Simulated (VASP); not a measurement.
# B (Fd-3m) in VASP: further runs, part 2 of 2

VASP 6.6.1.

### 4 Relaxation of cell and atoms, PBEsol

This run uses another cell than the first one, of 8.19 Å³/atom.

The input, INCAR:

```
ALGO = Normal
EDIFF = 1E-7
EDIFFG = -0.01
ENCUT = 500
GGA = PS
GGA_COMPAT = F
IBRION = 2
ISIF = 3
ISMEAR = 0
LASPH = T
LCHARG = F
LREAL = F
LWAVE = F
NELM = 120
NELMIN = 4
NSW = 100
PREC = Accurate
SIGMA = 0.1
```

The input, KPOINTS:

```
k-points
0
Gamma
  24 24 24
```

The input, POSCAR:

```
B
1.0
    0.0000000000      2.0155618801      2.0155618801
    2.0155618801      0.0000000000      2.0155618801
    2.0155618801      2.0155618801      0.0000000000
B
2
Direct
    0.0000000000      0.0000000000      0.0000000000
    0.2500000000      0.2500000000      0.2500000000
```

Potentials or basis: VASP PAW PBE potentials, release 64 (B).

Command:

```
cat potpaw_PBE.64/B/POTCAR > POTCAR
mpirun -np 1 vasp_std > vasp.out
```

OUTCAR:

```text
EDIFF = 1E-7
   EDIFFG = -0.01
   ENCUT = 500
   GGA = PS
   IBRION = 2
   ISIF = 3
   ISMEAR = 0
   LASPH = T
   LREAL = F
   NELM = 120
   NELMIN = 4
   NSW = 100
   PREC = Accurate

 ion  position               nearest neighbor table
   1  0.000  0.000  0.000-   2 1.75   2 1.75   2 1.75   2 1.75
   2  0.250  0.250  0.250-   1 1.75   1 1.75   1 1.75   1 1.75

  LATTYP: Found a face centered cubic cell.
 ALAT       =     4.0311237602

  Lattice vectors:

 A1 = (   0.0000000000,   2.0155618801,   2.0155618801)
 A2 = (   2.0155618801,   0.0000000000,   2.0155618801)
 A3 = (   2.0155618801,   2.0155618801,   0.0000000000)

Analysis of symmetry for initial positions (statically):
=====================================================================
 Subroutine PRICEL returns:
 Original cell was already a primitive cell.

 Routine SETGRP: Setting up the symmetry group for a
 face centered cubic supercell.

 Subroutine GETGRP returns: Found 48 space group operations
 (whereof 24 operations were pure point group operations)
 out of a pool of 48 trial point group operations.

The static configuration has the point symmetry T_d .
 The point group associated with its full space group is O_h .
[... 216 lines left out ...]

 k-point     1 :       0.0000    0.0000    0.0000
  band No.  band energies     occupation
      1      -9.1523      2.00000
      2       7.9241      0.00000
      3       7.9241      0.00000
      4       7.9241      0.00000
      5      12.0543      0.00000
      6      12.0543      0.00000
      7      12.0543      0.00000
[... 221 lines left out ...]
 k-point    24 :       0.4583    0.0417    0.0000
  band No.  band energies     occupation
      1      -4.9194      2.00000
      2      -2.4140      2.00000
      3       5.4537      0.00000
      4       5.5265      0.00000
      5      13.9663      0.00000
      6      14.3313      0.00000
      7      15.9421      0.00000

 [... further k-points ...]

------------------------ aborting loop because EDIFF is reached ----------------------------------------

  FORCE on cell =-STRESS in cart. coord.  units (eV):
  Direction    XX          YY          ZZ          XY          YZ          ZX
  --------------------------------------------------------------------------------------
  -------------------------------------------------------------------------------------
  Total       -0.0134622     -0.0134622     -0.0134622      0.0000000     -0.0000000      0.0000000
  in kB       -1.3134974     -1.3134974     -1.3134974      0.0000000     -0.0000000      0.0000000
  external PRESSURE =      -1.3134974 kB  Pullay stress =       0.0000000 kB

 VOLUME and BASIS-vectors are now :
 -----------------------------------------------------------------------------
  energy-cutoff  :      500.00
  volume of cell :       16.42
      direct lattice vectors                 reciprocal lattice vectors
    -0.000000000  2.017386144  2.017386144    -0.247845462  0.247845462  0.247845462
     2.017386144 -0.000000000  2.017386144     0.247845462 -0.247845462  0.247845462
     2.017386144  2.017386144  0.000000000     0.247845462  0.247845462 -0.247845462

 POSITION                                       TOTAL-FORCE (eV/Angst)
 -----------------------------------------------------------------------------------
      4.03477      2.01739      2.01739         0.000000      0.000000      0.000000
      1.00869      1.00869      1.00869        -0.000000     -0.000000     -0.000000
 -----------------------------------------------------------------------------------
    total drift:                               -0.000000      0.000000      0.000000

  FREE ENERGIE OF THE ION-ELECTRON SYSTEM (eV)
  ---------------------------------------------------
  free  energy   TOTEN  =       -12.1328513815 eV

  energy  without entropy=      -12.1284046008  energy(sigma->0) =      -12.13062799

 reached required accuracy - stopping structural energy minimisation
```

Wall time 18 s (1 thread of Intel Xeon 6975P-C (Granite Rapids), shared host); peak memory 0.16 GiB.

Results:

```
Free energy                           : -12.1329 eV
Relaxed volume                        : 8.21 Å³/atom
Relaxed cell                          : a = 2.853 Å, b = 2.853 Å, c = 2.853 Å, α = 60.00°, β = 60.00°, γ = 60.00°
Space group after relaxing (to 0.1 Å) : Fd-3m (No. 227)
Energy gained by relaxing             : 0.0 meV/atom
Ionic steps                           : 2
Pressure after relaxing               : -0.1 GPa
Band gap on the k mesh                : zero (bands 3 and 4 overlap by 7.33 eV)
```

Final structure:
```xyz
2
Lattice="0.0000 2.0174 2.0174 2.0174 0.0000 2.0174 2.0174 2.0174 0.0000" Properties=species:S:1:pos:R:3 pbc="T T T"
B     4.0348    2.0174    2.0174
B     1.0087    1.0087    1.0087
```

Caveat: the PAW data sets were made with another functional, which shifts forces and pressure a little.

### 5 Overview

| task | cell | k mesh | gap on the mesh (eV) | pressure (GPa) | relaxed volume (Å³/atom) |
| --- | --- | --- | --- | --- | --- |
| relaxation of cell and atoms | relaxed from a = 2.826 Å, angles 60.0°, 2 atoms | 8 × 8 × 8 | none | 0.0 | 8.21 |
| single point | a = 2.851 Å, angles 60.0°, 2 atoms | 24 × 24 × 24 | none | 0.2 | - |
| relaxation of cell and atoms | relaxed from a = 2.850 Å, angles 60.0°, 2 atoms | 24 × 24 × 24 | none | -0.1 | 8.21 |

Alike in all rows: level PBEsol; potentials or basis VASP PAW PBE potentials, release 64 (B); no spin polarisation; cutoff (eV) 500; smearing gaussian 0.1 eV.

Caveats: the PAW data sets were made with another functional, which shifts forces and pressure a little.

Absolute energies hang on the potentials; compare differences alone.
